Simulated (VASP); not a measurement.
# NaCl (I-4m2) in VASP: single point with PBE

Aim: the single point of NaCl with PBE.

All numbers are computed with VASP 6.6.1; they aren't measurements. Logs are shortened: lines on timing, memory, paths and dates and some standing lists are left out, and cuts for length are marked.

**1. The cell of the first run**

The structure is tetragonal, space group I-4m2 (No. 119). Conventional cell: a = 4.628 Å, b = 4.628 Å, c = 5.344 Å, α = 90.00°, β = 90.00°, γ = 90.00°. Within 3.5 Å of Na (site symmetry -4m2) lie 4 Cl at 2.67 Å. Cl (site symmetry -4m2) has 4 Na at 2.67 Å within 3.5 Å.

**2. Single point, PBE (epitaxial xy strain +6.0%)**

The input, INCAR:

```
PREC = Accurate ; ENCUT = 520
EDIFF = 1E-6 ; ISMEAR = -1
SIGMA = 0.02 ; LREAL = F
LASPH = T ; NELM = 60
ALGO = Normal ; ISIF = 2
LWAVE = F ; LCHARG = T
GGA = PE ; LELF = T
LVHAR = T ; NBANDS = 14
```

The input, KPOINTS:

```
Automatic mesh
0
Gamma
  8 8 8
```

The input, POSCAR:

```
NaCl
1.0
    0.0000000000      3.2722004169      2.6721183771
    3.2722004169      0.0000000000      2.6721183771
    3.2722004169      3.2722004169      0.0000000000
Na Cl
1 1
Direct
    0.0000000000      0.0000000000      0.0000000000
    0.2500000000      0.2500000000      0.2500000000
```

Potentials or basis: VASP PAW PBE potentials, release 64 (Na_pv, Cl).

On the command line:

```sh
$ cat potpaw_PBE.64/Na_pv/POTCAR potpaw_PBE.64/Cl/POTCAR > POTCAR
$ mpirun -np 1 vasp_std > vasp.out
```

OUTCAR:

```text
PREC = Accurate
   ENCUT = 520
   EDIFF = 1E-6
   ISMEAR = -1
   LREAL = F
   LASPH = T
   NELM = 60
   ISIF = 2
   GGA = PE

 ion  position               nearest neighbor table
   1  0.000  0.000  0.000-   2 2.67   2 2.67   2 2.67   2 2.67
   2  0.250  0.250  0.250-   1 2.67   1 2.67   1 2.67   1 2.67

  LATTYP: Found a body centered tetragonal cell.
 ALAT       =     4.6275902084
 C/A-ratio  =     1.1548638738

  Lattice vectors:

 A1 = (   0.0000000000,  -3.2722004169,  -2.6721183771)
 A2 = (   0.0000000000,   3.2722004169,  -2.6721183771)
 A3 = (   3.2722004169,   0.0000000000,   2.6721183771)

Analysis of symmetry for initial positions (statically):
=====================================================================
 Subroutine PRICEL returns:
 Original cell was already a primitive cell.

 Routine SETGRP: Setting up the symmetry group for a
 body centered tetragonal supercell.

 Subroutine GETGRP returns: Found  8 space group operations
 (whereof  8 operations were pure point group operations)
 out of a pool of 16 trial point group operations.

The static configuration has the point symmetry D_2d.

Analysis of symmetry for dynamics (positions and initial velocities):
=====================================================================
 Subroutine PRICEL returns:
 Original cell was already a primitive cell.

 Routine SETGRP: Setting up the symmetry group for a
 body centered tetragonal supercell.

 Subroutine GETGRP returns: Found  8 space group operations
 (whereof  8 operations were pure point group operations)
 out of a pool of 16 trial point group operations.

The dynamic configuration has the point symmetry D_2d.

 Subroutine INISYM returns: Found  8 space group operations
 (whereof  8 operations are pure point group operations),
 and found     1 'primitive' translations

----------------------------------------------------------------------------------------

                                     Primitive cell

  volume of cell :      57.2223

  direct lattice vectors                    reciprocal lattice vectors
     0.000000000  3.272200417  2.672118377    -0.152802376  0.152802376  0.187117459
     3.272200417  0.000000000  2.672118377     0.152802376 -0.152802376  0.187117459
     3.272200417  3.272200417  0.000000000     0.152802376  0.152802376 -0.187117459

  length of vectors
     4.224631604  4.224631604  4.627590208     0.285849743  0.285849743  0.285849743

[... 88 lines left out ...]
   POTIM  = 0.5000    time-step for ionic-motion
   TEBEG  =    0.0;   TEEND  =   0.0 temperature during run
   PSTRESS=    0.0 pullay stress
   NELECT =      14.0000    total number of electrons
   NUPDOWN=      -1.0000    fix difference up-down
   EMIN   =  10.00;   EMAX   =-10.00  energy-range for DOS
   EFERMI =   0.00;   METHOD = LEGACY
   ISMEAR =    -1;   SIGMA  =   0.02  broadening in eV -4-tet -1-fermi 0-gaus
   EFERMI_NEDOS =   21; number of points for ismear=-14 and -15
   IALGO  =     38    algorithm
   IMIX   =      4    mixing-type and parameters
     AMIX     =   0.40;   BMIX     =  1.00
     AMIX_MAG =   1.60;   BMIX_MAG =  1.00
  volume/ion in A,a.u.               =      28.61       193.08
  Fermi-wavevector in a.u.,A,eV,Ry     =   1.023911  1.934912 14.264272  1.048394
  Thomas-Fermi vector in A             =   2.157670
   LORBIT       =      0    0 simple, 1 ext, 2 COOP (PROOUT), +10 PAW based schemes
   GGA     = PE    functional components
   LHFCALC =     F    Hartree Fock is set to
   AEXX    =    0.0000 exact exchange contribution
   IVDW    =     0    specifies the selected vdW correction
   LEPSILON=     F    determine dielectric tensor
   LRPA    =     F    only Hartree local field effects (RPA)
 non-spin polarized calculation
  energy-cutoff  :      520.00
  volume of cell :       57.22
 maximum number of plane-waves:      1569
   NGX = 15   NGY = 15   NGZ = 17

 number of electron      14.0000002 magnetization

 Free energy of the ion-electron system (eV)
  ---------------------------------------------------
  ext. energy  EPLUGINS =         0.00000000
  ---------------------------------------------------
  free energy    TOTEN  =        -6.63064275 eV

  energy without entropy =       -6.63064275  energy(sigma->0) =       -6.63064275

 E-fermi :  -1.7221     XC(G=0):  -6.9844

 val. band max:       -2.1637252816   @ k =   0.0000   0.0000   0.0000
 cond. band min:       2.6846498441   @ k =   0.0000   0.0000   0.0000
 fundamental gap:      4.8483751257
 Fermi energy:        -1.7220532804

 k-point     1 :       0.0000    0.0000    0.0000
  band No.  band energies     occupation
      1     -22.8868      2.00000
      2     -22.8673      2.00000
      3     -22.8673      2.00000
      4     -14.4060      2.00000
      5      -2.2816      2.00000
      6      -2.2816      2.00000
      7      -2.1637      2.00000
      8       2.6846      0.00000
      9       9.0449      0.00000
     10       9.0449      0.00000
     11       9.5257      0.00000
     12       9.5426      0.00000
     13      11.1834      0.00000
     14      12.4013      0.00000
[... 377 lines left out ...]
      1     -22.8923      2.00000
      2     -22.8750      2.00000
      3     -22.8694      2.00000
      4     -14.2780      2.00000
      5      -3.0990      2.00000
      6      -2.4790      2.00000
      7      -2.2747      2.00000
      8       4.7086      0.00000
      9       7.1496      0.00000
     10       7.8954      0.00000
     11       9.6618      0.00000
     12      10.9488      0.00000
     13      11.4497      0.00000
     14      13.3123      0.00000

 [... further k-points ...]

------------------------ aborting loop because EDIFF is reached ----------------------------------------

  FORCE on cell =-STRESS in cart. coord.  units (eV):
  Direction    XX          YY          ZZ          XY          YZ          ZX
  --------------------------------------------------------------------------------------
  -------------------------------------------------------------------------------------
  Total        0.3055056      0.3055056      0.2441960      0.0000000      0.0000000     -0.0000000
  in kB        8.5539023      8.5539023      6.8372840      0.0000000      0.0000000     -0.0000000
  external PRESSURE =       7.9816962 kB  Pullay stress =       0.0000000 kB

 VOLUME and BASIS-vectors are now :
 -----------------------------------------------------------------------------
  energy-cutoff  :      520.00
  volume of cell :       57.22
      direct lattice vectors                 reciprocal lattice vectors
     0.000000000  3.272200417  2.672118377    -0.152802376  0.152802376  0.187117459
     3.272200417  0.000000000  2.672118377     0.152802376 -0.152802376  0.187117459
     3.272200417  3.272200417  0.000000000     0.152802376  0.152802376 -0.187117459

 POSITION                                       TOTAL-FORCE (eV/Angst)
 -----------------------------------------------------------------------------------
      0.00000      0.00000      0.00000         0.000000      0.000000      0.000000
      1.63610      1.63610      1.33606        -0.000000     -0.000000     -0.000000
 -----------------------------------------------------------------------------------
    total drift:                                0.000002      0.000002     -0.000002

  FREE ENERGIE OF THE ION-ELECTRON SYSTEM (eV)
  ---------------------------------------------------
  free  energy   TOTEN  =        -6.6306427466 eV

  energy  without entropy=       -6.6306427466  energy(sigma->0) =       -6.63064275
```

OSZICAR:

```text
N       E                     dE             d eps       ncg     rms          rms(c)
DAV:   1     0.987713436742E+02    0.98771E+02   -0.68686E+03  1652   0.941E+02
DAV:   2     0.260944770250E+01   -0.96162E+02   -0.88010E+02  1756   0.243E+02
DAV:   3    -0.675530763477E+01   -0.93648E+01   -0.93108E+01  2138   0.731E+01
DAV:   4    -0.692228814461E+01   -0.16698E+00   -0.16689E+00  1928   0.110E+01
DAV:   5    -0.692608984418E+01   -0.38017E-02   -0.38014E-02  2228   0.166E+00    0.234E+00
DAV:   6    -0.662964202047E+01    0.29645E+00   -0.53481E-01  2080   0.369E+00    0.171E+00
DAV:   7    -0.661443048018E+01    0.15212E-01   -0.12097E-01  2092   0.177E+00    0.117E+00
DAV:   8    -0.662970990920E+01   -0.15279E-01   -0.14241E-02  1796   0.884E-01    0.272E-01
DAV:   9    -0.662980958984E+01   -0.99681E-04   -0.26219E-04  2254   0.129E-01    0.172E-01
DAV:  10    -0.663064922733E+01   -0.83964E-03   -0.12116E-03  1820   0.224E-01    0.732E-02
DAV:  11    -0.663063712222E+01    0.12105E-04   -0.23196E-05  2264   0.479E-02    0.219E-02
DAV:  12    -0.663064184560E+01   -0.47234E-05   -0.77710E-06  1862   0.256E-02    0.206E-03
DAV:  13    -0.663064274657E+01   -0.90097E-06   -0.10109E-06  2162   0.691E-03
   1 F= -.66306427E+01 E0= -.66306427E+01  d E =-.265729E-11
```

stdout:

```text
POSCAR found type information on POSCAR NaCl
 POSCAR found :  2 types and       2 ions
 scaLAPACK will be used
 LDA part: xc-table for (Slater+PW92), standard interpolation
 POSCAR, INCAR and KPOINTS ok, starting setup
 FFT: planning ... GRIDC
 FFT: planning ... GRID_SOFT
 FFT: planning ... GRID
 WAVECAR not read
 entering main loop
```

It took 36 s on 1 thread of Intel Xeon Platinum 8375C at 2.90GHz (Ice Lake), shared host; peak memory 0.19 GiB.

Results:

* Free energy: -6.6306 eV
* Pressure: 0.8 GPa
* Band gap on the k mesh: 4.85 eV

Caveat: the cell differs from its parent crystal (epitaxial xy strain +6.0%).
